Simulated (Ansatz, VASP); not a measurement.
# InSb3: VASP beside Ansatz

INCAR

```
SYSTEM = InSb3
PREC     = Accurate       ! precision mode
ENCUT    = 520            ! plane-wave cutoff, eV
EDIFF    = 1E-7           ! SCF threshold, eV
ISMEAR   = 0              ! smearing method
SIGMA    = 0.1            ! smearing width, eV
LREAL    = .False.        ! projectors in reciprocal space
LASPH    = .True.         ! aspherical terms in the spheres
NELM     = 100            ! most SCF steps
ALGO     = Normal         ! electronic algorithm
ISIF     = 2              ! what is computed and relaxed
LWAVE    = .False.        ! write WAVECAR
LCHARG   = .False.        ! write CHGCAR
GGA      = PE             ! functional
NBANDS   = 22             ! bands
```

KPOINTS

```
regular mesh
0
Gamma
  4 4 4
  0 0 0
```

Contents of POSCAR:

```
InSb3
1.0
    4.8063669200      0.0000000000      0.0000000000
    0.0000000000      4.8063669200      0.0000000000
    0.0000000000      0.0000000000      4.8063669200
In Sb
1 3
Direct
    0.0000000000      0.0000000000      0.0000000000
    0.5000000000      0.0000000000      0.5000000000
    0.0000000000      0.5000000000      0.5000000000
    0.5000000000      0.5000000000      0.0000000000
```

Input for Ansatz:

```yaml
crystal:
  lattice:
    - [4.80636692, 0.0, 0.0]
    - [0.0, 4.80636692, 0.0]
    - [0.0, 0.0, 4.80636692]
  atoms:
    - { symbol: In, position: [0.0, 0.0, 0.0] }
    - { symbol: Sb, position: [0.5, 0.0, 0.5] }
    - { symbol: Sb, position: [0.0, 0.5, 0.5] }
    - { symbol: Sb, position: [0.5, 0.5, 0.0] }
basis:
  ecutwfc: 420
kpoints:
  mp_grid: { grid: [4, 4, 4] }
hamiltonian:
  xc: pbe
scf:
  occupations: { method: gaussian, width: 0.1 }
  lower_state_search: "off"
output:
  forces: true
  stress: true
  eigenvalues: true
```

Alike in both runs: task single point; functional PBE; k mesh 4 × 4 × 4; occupations gaussian, width 0.1 eV; no spin polarisation.

|  | VASP | Ansatz |
| --- | --- | --- |
| version | VASP 6.6.1 | Ansatz 0.2.0 |
| potentials or method | VASP PAW PBE potentials, release 64 (In_d, Sb), cutoff 520 eV | scalar-relativistic, plane waves, PAW |
| valence electrons in the cell | 28 | 58 |

Ansatz gave:

```
gap on the k mesh at the Fermi level (eV) : none
pressure (GPa)                            : 0.5
```

Task: What did VASP give for the same quantities?

Result: gap on the k mesh at the Fermi level (eV): none; pressure (GPa): 0.4.

A gap of «none» marks a metal or a gap that the smearing closes. With one functional, cell and mesh, what is left measures potentials, basis and numerics. VASP's potentials hold 28 valence electrons a cell and Ansatz's 58, so a difference there can come from the potentials and not from the codes.

Spin-orbit coupling is off throughout.
